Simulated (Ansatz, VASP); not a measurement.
## Two plane-wave programs on Al

```xyz
1
Lattice="0.0000 2.0065 2.0065 2.0065 0.0000 2.0065 2.0065 2.0065 0.0000" Properties=species:S:1:pos:R:3 pbc="T T T"
Al    0.0000    0.0000    0.0000
```

Alike in both runs: task single point; functional PBEsol; k mesh 14 × 14 × 14; occupations fermi-dirac, width 0.08 eV; no spin polarisation.

|  | VASP | Ansatz |
| --- | --- | --- |
| version | VASP 6.6.1 | Ansatz 0.2.0 |
| potentials or method | VASP PAW PBE potentials, release 64 (Al) | PAW with Ansatz's default frozen-core files, scalar-relativistic |
| plane-wave cutoff (eV) | 500 | 420 |
| valence electrons in the cell | 3 | 3 |

```csv
,VASP,Ansatz,Ansatz less VASP
pressure (GPa),0.0,0.0,-0.06
```

VASP's potentials were made for PBE, not for PBEsol. Ansatz's warnings: optics on partly filled bands.
